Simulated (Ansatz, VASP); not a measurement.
## ScHO2 in VASP and in Ansatz

File INCAR:

```
ALGO = Normal
EDIFF = 1E-6
ENCUT = 520
GGA = PS
ISIF = 2
ISMEAR = 0
LASPH = T
LCHARG = F
LREAL = F
LWAVE = F
NBANDS = 20
NELM = 80
PREC = Accurate
SIGMA = 0.05
```

The input KPOINTS:

```
k-points
0
Gamma
  9 9 9
```

The input POSCAR:

```
ScHO2
1.0
    1.4812164057      0.8551806906      5.3969578629
   -1.4812164057      0.8551806906      5.3969578629
    0.0000000000     -1.7103613812      5.3969578629
Sc H O
1 1 2
Direct
    0.0000000000      0.0000000000      0.0000000000
    0.5000000000      0.5000000000      0.5000000000
    0.5897010000      0.5897010000      0.5897010000
    0.4102990000      0.4102990000      0.4102990000
```

Input for Ansatz:

```yaml
crystal:
  lattice:
    - [1.4812164057, 0.8551806906, 5.3969578629]
    - [-1.4812164057, 0.8551806906, 5.3969578629]
    - [0.0, -1.7103613812, 5.3969578629]
  atoms:
    - { symbol: Sc, position: [0.0, 0.0, 0.0] }
    - { symbol: H, position: [0.5, 0.5, 0.5] }
    - { symbol: O, position: [0.589701, 0.589701, 0.589701] }
    - { symbol: O, position: [0.410299, 0.410299, 0.410299] }
basis:
  ecutwfc: 420
kpoints:
  mp_grid: { grid: [9, 9, 9] }
hamiltonian:
  xc: pbesol
scf:
  occupations: { method: gaussian, width: 0.05 }
output:
  forces: true
  stress: true
  eigenvalues: true
```

Alike in both runs: task single point; functional PBEsol; k mesh 9 × 9 × 9; occupations gaussian, width 0.05 eV; no spin polarisation.

|  | VASP | Ansatz |
| --- | --- | --- |
| version | VASP 6.6.1 | Ansatz 0.2.0 |
| potentials or method | VASP PAW PBE potentials, release 64 (Sc_sv, H, O), cutoff 520 eV | scalar-relativistic, plane waves, PAW |
| valence electrons in the cell | 24 | 24 |

|  | VASP | Ansatz | Ansatz less VASP |
| --- | --- | --- | --- |
| gap on the k mesh at the Fermi level (eV) | 2.78 | 2.81 | +0.030 |
| least direct gap on the mesh (eV) | 3.02 | 3.04 | +0.024 |
| pressure (GPa) | -6.0 | -6.7 | -0.75 |
| traceless stress, the component that is largest in VASP (GPa) | -47.96 | -47.89 | +0.071 |
| rms of the force components (eV/Å) | 0.282 | 0.243 | -0.0388 |

VASP's potentials were made for PBE, not for PBEsol. Atom by atom the forces differ by 0.039 eV/Å (rms over components).
